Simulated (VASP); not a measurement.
## CdInS2O: single point with PBE

CdInS2O:

```
CELL_PARAMETERS angstrom
4.70401 0.00000 0.00000
0.00000 4.70401 0.00000
0.00000 0.00000 4.70401
ATOMIC_POSITIONS crystal
Cd 0.50000 0.50000 0.50000
In 0.00000 0.00000 0.00000
S 0.50000 0.00000 0.00000
S 0.00000 0.50000 0.00000
O 0.00000 0.00000 0.50000
```

```
Program             : VASP 6.6.1
Task                : single point
Functional          : PBE
Potentials or basis : VASP PAW PBE potentials, release 64 (Cd, In_d, S, O)
Cutoff              : 520 eV
k mesh              : 4 × 4 × 4
Occupations         : gaussian, width 0.1 eV
Spin                : no spin polarisation
```

| Quantity | Value |
| --- | --- |
| Pressure | 3.4 GPa |
| Band gap on the k mesh | zero (an odd number of electrons rules out a gap without spin polarisation) |

Stress tensor (GPa, compression positive):
```
 11.31   0.00   0.00
  0.00  11.31   0.00
  0.00   0.00 -12.37
```

Levels at points of the mesh, in eV from the Fermi level:
| k point | band 18 | band 19 | band 20 | band 21 | band 22 | band 23 | band 24 | band 25 | band 26 | band 27 |
| --- | --- | --- | --- | --- | --- | --- | --- | --- | --- | --- |
| (0.00, 0.00, 0.00) | -0.70 | -0.70 | -0.68 | -0.67 | -0.39 | -0.39 | 0.91 | 6.62 | 7.38 | 7.38 |
| (0.50, 0.00, 0.00) | -1.60 | -1.42 | -0.76 | -0.49 | -0.31 | 1.35 | 3.88 | 5.43 | 5.97 | 6.95 |
| (0.00, 0.00, 0.50) | -0.96 | -0.78 | -0.78 | -0.48 | -0.48 | 1.94 | 2.63 | 4.40 | 5.30 | 5.30 |
| (0.50, 0.50, 0.00) | -1.04 | -0.99 | -0.99 | 0.55 | 0.68 | 1.63 | 4.25 | 4.90 | 4.90 | 6.35 |
| (0.00, 0.50, 0.50) | -2.05 | -1.26 | -0.60 | -0.07 | 0.24 | 1.39 | 5.00 | 5.49 | 5.72 | 6.38 |
| (0.50, 0.50, 0.50) | -0.94 | -0.16 | 0.28 | 0.28 | 0.57 | 0.66 | 4.26 | 6.11 | 6.11 | 7.07 |

Run time: 53 s on 1 thread of Oxide Virtual Turin-like Processor, with other jobs on the host, peak memory 0.2 GiB.

Caveat: the stress differs along the axes, from -12 to 11 GPa; spin-orbit coupling is left out, which moves the levels of the heavy elements; an odd number of electrons without spin polarisation forces a metal; a magnetic or distorted state may lie lower.
